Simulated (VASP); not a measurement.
# HfN (I4/mmm) in VASP: single point with r2SCAN

Aim: the single point of HfN with r2SCAN.

Program: VASP 6.6.1. These are calculated values, not measurements. Logs are shortened: lines on timing, memory, paths and dates and some standing lists are left out, and cuts for length are marked.

## (1) The cell of the first run

The structure is tetragonal, space group I4/mmm (No. 139). Conventional cell: a = 2.791 Å, b = 2.791 Å, c = 5.920 Å, α = 90.00°, β = 90.00°, γ = 90.00°. Within 2.6 Å of Hf (site symmetry 4/mmm) lie 4 N at 1.97 Å. N (site symmetry 4/mmm) has 4 Hf at 1.97 Å within 2.6 Å.

## (2) Single point, r2SCAN

Input file POSCAR:

```
HfN
1.0
    0.0000000000      1.9734182698      2.9601274048
    1.9734182698      0.0000000000      2.9601274048
    1.9734182698      1.9734182698      0.0000000000
Hf N
1 1
Direct
    0.0000000000      0.0000000000      0.0000000000
    0.5000000000      0.5000000000      0.5000000000
```

Input file INCAR.step1:

```
  PREC = Accurate
  ENCUT = 520
  ISMEAR = 0
  SIGMA = 0.15
  LREAL = F
  LASPH = T
  NELM = 100
  NBANDS = 14
  GGA = PE
  ALGO = Normal
  EDIFF = 1E-4
  LWAVE = T
  LCHARG = F
```

Input file INCAR.step2:

```
  PREC = Accurate
  ENCUT = 520
  EDIFF = 1E-7
  ISMEAR = 0
  SIGMA = 0.15
  LREAL = F
  LASPH = T
  NELM = 100
  ALGO = Normal
  ISIF = 2
  LWAVE = F
  LCHARG = F
  METAGGA = R2SCAN
  LMIXTAU = T
  NBANDS = 14
  ISTART = 1
```

Input file KPOINTS:

```
regular mesh
0
Gamma
  20 20 20
```

Potentials or basis: VASP PAW PBE potentials, release 64 (Hf_pv, N).

Command:

```
$ cat potpaw_PBE.64/Hf_pv/POTCAR potpaw_PBE.64/N/POTCAR > POTCAR
$ cp INCAR.step1 INCAR
$ mpirun -np 1 vasp_std > vasp.out
$ cp INCAR.step2 INCAR
$ mpirun -np 1 vasp_std > vasp.out
```

OUTCAR:

```text
PREC = Accurate
   ENCUT = 520
   EDIFF = 1E-7
   ISMEAR = 0
   LREAL = F
   LASPH = T
   NELM = 100
   ISIF = 2
   METAGGA = R2SCAN
   ISTART = 1

 ion  position               nearest neighbor table
   1  0.000  0.000  0.000-   2 1.97   2 1.97   2 1.97   2 1.97
   2  0.500  0.500  0.500-   1 1.97   1 1.97   1 1.97   1 1.97

  LATTYP: Found a body centered tetragonal cell.
 ALAT       =     2.7908348814
 C/A-ratio  =     2.1213203436

  Lattice vectors:

 A1 = (  -1.9734182698,   0.0000000000,   2.9601274048)
 A2 = (   1.9734182698,   0.0000000000,   2.9601274048)
 A3 = (   0.0000000000,   1.9734182698,  -2.9601274048)

Analysis of symmetry for initial positions (statically):
=====================================================================
 Subroutine PRICEL returns:
 Original cell was already a primitive cell.

 Routine SETGRP: Setting up the symmetry group for a
 body centered tetragonal supercell.

 Subroutine GETGRP returns: Found 16 space group operations
 (whereof 16 operations were pure point group operations)
 out of a pool of 16 trial point group operations.

The static configuration has the point symmetry D_4h.

Analysis of symmetry for dynamics (positions and initial velocities):
=====================================================================
 Subroutine PRICEL returns:
 Original cell was already a primitive cell.

 Routine SETGRP: Setting up the symmetry group for a
 body centered tetragonal supercell.

 Subroutine GETGRP returns: Found 16 space group operations
 (whereof 16 operations were pure point group operations)
 out of a pool of 16 trial point group operations.

The dynamic configuration has the point symmetry D_4h.

 Subroutine INISYM returns: Found 16 space group operations
 (whereof 16 operations are pure point group operations),
 and found     1 'primitive' translations

----------------------------------------------------------------------------------------

                                     Primitive cell

  volume of cell :      23.0557

  direct lattice vectors                    reciprocal lattice vectors
     0.000000000  1.973418270  2.960127405    -0.253367473  0.253367473  0.168911649
     1.973418270  0.000000000  2.960127405     0.253367473 -0.253367473  0.168911649
     1.973418270  1.973418270  0.000000000     0.253367473  0.253367473 -0.168911649

  length of vectors
     3.557630380  3.557630380  2.790834881     0.396132929  0.396132929  0.396132929

  position of ions in fractional coordinates (direct lattice)
     0.000000000  0.000000000  0.000000000
     0.500000000  0.500000000  0.500000000

  ion indices of the primitive-cell ions
   primitive index   ion index
                 1           1
                 2           2

----------------------------------------------------------------------------------------

 KPOINTS: regular mesh

Automatic generation of k-mesh.
 Grid dimensions read from file:
 generate k-points for:   20   20   20

 Generating k-lattice:

  Cartesian coordinates                     Fractional coordinates (reciprocal lattice)
    -0.012668374  0.012668374  0.008445582     0.050000000  0.000000000  0.000000000
     0.012668374 -0.012668374  0.008445582     0.000000000  0.050000000  0.000000000
     0.012668374  0.012668374 -0.008445582    -0.000000000 -0.000000000  0.050000000

  Length of vectors
     0.019806646  0.019806646  0.019806646

  Shift w.r.t. Gamma in fractional coordinates (k-lattice)
     0.000000000  0.000000000  0.000000000

 Subroutine IBZKPT returns following result:
 ===========================================

 Found    641 irreducible k-points:

 Following reciprocal coordinates:
            Coordinates               Weight
  0.000000  0.000000  0.000000      1.000000
  0.050000  0.000000  0.000000      8.000000
  0.100000  0.000000  0.000000      8.000000
  0.150000 -0.000000  0.000000      8.000000
  0.200000  0.000000  0.000000      8.000000
  0.250000  0.000000  0.000000      8.000000
[... 16 lines left out ...]
 -0.400000  0.050000  0.000000      8.000000
 -0.350000  0.050000  0.000000      8.000000
 [... further k-points ...]
   k-points           NKPTS =    641   k-points in BZ     NKDIM =    641   number of bands    NBANDS=     14
   number of dos      NEDOS =    301   number of ions     NIONS =      2
   total plane-waves  NPLWV =  18816
   dimension x,y,z NGX =    28 NGY =   28 NGZ =   24
   dimension x,y,z NGXF=    56 NGYF=   56 NGZF=   48
   ions per type =               1   1
   NGX,Y,Z   is equivalent  to a cutoff of  13.08, 13.08, 14.30 a.u.
   NGXF,Y,Z  is equivalent  to a cutoff of  26.17, 26.17, 28.59 a.u.
 SYSTEM =  unknown system
   PREC   = accura    normal or accurate (medium, high low for compatibility)
   ISTART =      1    job   : 0-new  1-cont  2-samecut
   ICHARG =      0    charge: 1-file 2-atom 10-const
   ISPIN  =      1    spin polarized calculation?
   LNONCOLLINEAR =      F non collinear calculations
   LSORBIT =      F    spin-orbit coupling
   LASPH  =      T    aspherical Exc in radial PAW
   ENCUT  =  520.0 eV  38.22 Ry    6.18 a.u.   6.61  6.61  5.19*2*pi/ulx,y,z
   NELM   =    100;   NELMIN=  2; NELMDL=  0     # of ELM steps
   EDIFF  = 0.1E-06   stopping-criterion for ELM
   LREAL  =      F    real-space projection
   EDIFFG = 0.1E-05   stopping-criterion for IOM
   NSW    =      0    number of steps for IOM
   IBRION =     -1    ionic relax: 0-MD 1-quasi-New 2-CG
   NFREE  =      0    steps in history (QN), initial steepest desc. (CG)
   ISIF   =      2    stress and relaxation
   ISYM   =      2    0-nonsym 1-usesym 2-fastsym
   POTIM  = 0.5000    time-step for ionic-motion
   TEBEG  =    0.0;   TEEND  =   0.0 temperature during run
   PSTRESS=    0.0 pullay stress
   NELECT =      15.0000    total number of electrons
   NUPDOWN=      -1.0000    fix difference up-down
   EMIN   =  10.00;   EMAX   =-10.00  energy-range for DOS
   EFERMI =   0.00;   METHOD = LEGACY
   ISMEAR =     0;   SIGMA  =   0.15  broadening in eV -4-tet -1-fermi 0-gaus
   EFERMI_NEDOS =   21; number of points for ismear=-14 and -15
   IALGO  =     38    algorithm
   IMIX   =      4    mixing-type and parameters
     AMIX     =   0.40;   BMIX     =  1.00
     AMIX_MAG =   1.60;   BMIX_MAG =  1.00
  volume/ion in A,a.u.               =      11.53        77.79
  Fermi-wavevector in a.u.,A,eV,Ry     =   1.418553  2.680677 27.378918  2.012294
  Thomas-Fermi vector in A             =   2.539667
   LORBIT       =      0    0 simple, 1 ext, 2 COOP (PROOUT), +10 PAW based schemes
   METAGGA = R2SCAN    functional components
   LHFCALC =     F    Hartree Fock is set to
   AEXX    =    0.0000 exact exchange contribution
   IVDW    =     0    specifies the selected vdW correction
   LEPSILON=     F    determine dielectric tensor
   LRPA    =     F    only Hartree local field effects (RPA)
 non-spin polarized calculation
 Gauss-broadening in eV      SIGMA  =   0.15
  energy-cutoff  :      520.00
  volume of cell :       23.06
 maximum number of plane-waves:       640
   NGX = 13   NGY = 13   NGZ = 11

 number of electron      15.0000000 magnetization

 Free energy of the ion-electron system (eV)
  ---------------------------------------------------
  ext. energy  EPLUGINS =         0.00000000
  ---------------------------------------------------
  free energy    TOTEN  =       -55.49126958 eV

  energy without entropy =      -55.48500023  energy(sigma->0) =      -55.48813490

 E-fermi :   7.9600     XC(G=0): -13.3128

 val. band max:        7.9473146529   @ k =   0.5000   0.0500   0.2500
 cond. band min:       7.9648394852   @ k =  -0.3000   0.1500   0.4500
 fundamental gap:      0.0175248323
 Fermi energy:         7.9599946377

 k-point     1 :       0.0000    0.0000    0.0000
  band No.  band energies     occupation
      1     -24.0201      2.00000
      2     -23.4516      2.00000
      3     -23.4516      2.00000
      4     -10.8311      2.00000
      5       4.0487      2.00000
      6       4.1961      2.00000
      7       5.4339      2.00000
      8       5.6511      2.00000
      9       5.6511      2.00000
     10      10.7746      0.00000
     11      10.7746      0.00000
     12      13.2539      0.00000
     13      17.0405      0.00000
     14      20.3207      0.00000

 k-point     2 :       0.0500    0.0000    0.0000
  band No.  band energies     occupation
      1     -24.0203      2.00000
      2     -23.5098      2.00000
      3     -23.4450      2.00000
      4     -10.7388      2.00000
      5       3.6832      2.00000
      6       4.5534      2.00000
      7       4.9338      2.00000
      8       5.4232      2.00000
      9       6.1257      2.00000
     10      10.7788      0.00000
     11      10.8199      0.00000
     12      13.5728      0.00000
     13      17.1818      0.00000
     14      20.3208      0.00000

 k-point     3 :       0.1000    0.0000    0.0000
  band No.  band energies     occupation
      1     -24.0212      2.00000
      2     -23.6741      2.00000
      3     -23.4258      2.00000
      4     -10.4716      2.00000
      5       3.2240      2.00000
      6       4.2623      2.00000
      7       4.8405      2.00000
      8       4.9990      2.00000
      9       6.7429      2.00000
     10      10.8095      0.00000
     11      10.9534      0.00000
     12      14.4266      0.00000
     13      17.5687      0.00000
     14      20.3211      0.00000
[... 324 lines left out ...]
 k-point    23 :      -0.4000    0.0500    0.0000
  band No.  band energies     occupation
      1     -25.3904      2.00000
      2     -24.0007      2.00000
      3     -23.1777      2.00000
      4      -6.7253      2.00000
      5      -1.1072      2.00000
      6       0.7039      2.00000
      7       0.7559      2.00000
      8       9.3070      0.00000
      9      12.2037      0.00000
     10      12.9607      0.00000
     11      14.2537      0.00000
     12      15.0400      0.00000
     13      20.3196      0.00000
     14      21.9032      0.00000

 k-point    24 :      -0.3500    0.0500    0.0000
  band No.  band energies     occupation
      1     -25.2682      2.00000
      2     -23.9942      2.00000
      3     -23.1972      2.00000
      4      -7.1466      2.00000
      5      -0.6014      2.00000
      6       0.9350      2.00000
      7       0.9945      2.00000
      8       8.3359      0.00039
      9      11.9645      0.00000
     10      12.6832      0.00000
     11      13.3727      0.00000
     12      16.1055      0.00000
     13      20.3194      0.00000
     14      21.8170      0.00000

 [... further k-points ...]

------------------------ aborting loop because EDIFF is reached ----------------------------------------

  FORCE on cell =-STRESS in cart. coord.  units (eV):
  Direction    XX          YY          ZZ          XY          YZ          ZX
  --------------------------------------------------------------------------------------
  -------------------------------------------------------------------------------------
  Total       19.6380504     19.6380504     -1.3714639      0.0000000      0.0000000     -0.0000000
  in kB     1364.6782348   1364.6782348    -95.3051321      0.0000000      0.0000000     -0.0000000
  external PRESSURE =     878.0171125 kB  Pullay stress =       0.0000000 kB

 VOLUME and BASIS-vectors are now :
 -----------------------------------------------------------------------------
  energy-cutoff  :      520.00
  volume of cell :       23.06
      direct lattice vectors                 reciprocal lattice vectors
     0.000000000  1.973418270  2.960127405    -0.253367473  0.253367473  0.168911649
     1.973418270  0.000000000  2.960127405     0.253367473 -0.253367473  0.168911649
     1.973418270  1.973418270  0.000000000     0.253367473  0.253367473 -0.168911649

 POSITION                                       TOTAL-FORCE (eV/Angst)
 -----------------------------------------------------------------------------------
      0.00000      0.00000      0.00000         0.000000     -0.000000      0.000000
      1.97342      1.97342      2.96013        -0.000000      0.000000     -0.000000
 -----------------------------------------------------------------------------------
    total drift:                                0.000000      0.000000      0.000000

  FREE ENERGIE OF THE ION-ELECTRON SYSTEM (eV)
  ---------------------------------------------------
  free  energy   TOTEN  =       -55.4912695814 eV

  energy  without entropy=      -55.4850002274  energy(sigma->0) =      -55.48813490
```

Run time: 21 min. Hardware: 1 thread of Intel Xeon 8259CL, shared host; peak memory 0.34 GiB.

Results:

```yaml
Free_energy: -55.4913 eV
Pressure: 87.8 GPa
Band_gap_on_the_k_mesh: zero (an odd number of electrons rules out a gap without spin polarisation)
```

Stress tensor (GPa, compression positive):
```
136.47   0.00   0.00
  0.00 136.47   0.00
  0.00   0.00  -9.53
```

Levels at points of the mesh, in eV from the Fermi level:
```csv
k point,band 5,band 6,band 7,band 8,band 9,band 10
"(0.00, 0.00, 0.00)",-3.91,-3.76,-2.53,-2.31,-2.31,2.81
"(0.50, 0.00, 0.00)",-9.30,-7.38,-7.29,2.91,3.61,5.17
"(0.50, 0.50, 0.00)",-6.88,-3.29,-2.46,-2.46,5.55,5.55
"(0.50, 0.00, 0.50)",-4.22,-3.40,-2.83,-2.76,1.96,2.62
```

Caveat: the cell stands under pressure; the PAW data sets were made with another functional, which shifts forces and pressure a little; spin-orbit coupling is left out, which moves the levels of the heavy elements.
